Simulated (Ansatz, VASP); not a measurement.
Al3O: VASP beside Ansatz

File INCAR:

```
PREC     = Accurate       # precision mode
ENCUT    = 520            # plane-wave cutoff, eV
EDIFF    = 1E-6           # SCF threshold, eV
ISMEAR   = 0              # smearing method
SIGMA    = 0.1            # smearing width, eV
LREAL    = F              # projectors in reciprocal space
LASPH    = T              # aspherical terms in the spheres
NELM     = 60             # most SCF steps
ALGO     = Normal         # electronic algorithm
ISIF     = 2              # what is computed and relaxed
LWAVE    = F              # write WAVECAR
LCHARG   = F              # write CHGCAR
LDIPOL   = T            
IDIPOL   = 3            
DIPOL    = 0.5 0.5 0.335
NBANDS   = 16             # bands
```

The input KPOINTS:

```
regular mesh
0
Gamma
  9 9 1
```

POSCAR

```
Al3O
1.0
    2.8168432364      0.0000000000      0.0000000000
    0.0000000000      2.8168432364      0.0000000000
    0.0000000000      0.0000000000     21.1042970937
Al O
3 1
Direct
    0.5000000000      0.5000000000      0.1895348602
    0.0000000000      0.0000000000      0.2867549192
    0.5000000000      0.5000000000      0.3840117042
    0.8333333333      0.8333333333      0.4802006458
```

Input for Ansatz:

```yaml
crystal:
  lattice:
    - [2.8168432364, 0.0, 0.0]
    - [0.0, 2.8168432364, 0.0]
    - [0.0, 0.0, 21.1042970937]
  atoms:
    - { symbol: Al, position: [0.5, 0.5, 0.1895348602] }
    - { symbol: Al, position: [0.0, 0.0, 0.2867549192] }
    - { symbol: Al, position: [0.5, 0.5, 0.3840117042] }
    - { symbol: O, position: [0.8333333333, 0.8333333333, 0.4802006458] }
basis:
  ecutwfc: 420
kpoints:
  mp_grid: { grid: [9, 9, 1] }
hamiltonian:
  xc: lda
scf:
  occupations: { method: gaussian, width: 0.1 }
output:
  forces: true
  eigenvalues: true
efield:
  axis: 3
  dipole_correction: true
  ramp_width: 0.04
```

Alike in both runs: task single point; functional LDA; k mesh 9 × 9 × 1; occupations gaussian, width 0.1 eV; no spin polarisation.

|  | VASP | Ansatz |
| --- | --- | --- |
| version | VASP 6.6.1 | Ansatz 0.2.0 |
| potentials or method | VASP PAW LDA potentials, release 64 (Al, O), cutoff 520 eV | scalar-relativistic, plane waves, PAW |
| valence electrons in the cell | 15 | 15 |

```csv
,VASP,Ansatz,Ansatz less VASP
gap on the k mesh at the Fermi level (eV),none,none,-
rms of the force components (eV/Å),1.483,1.488,+0.0047
```

LDA's correlation is that of Perdew and Zunger in VASP and of Perdew and Wang (1992) in Ansatz. Atom by atom the forces differ by 0.005 eV/Å (rms over components). A gap of «none» marks a metal or a gap that the smearing closes.
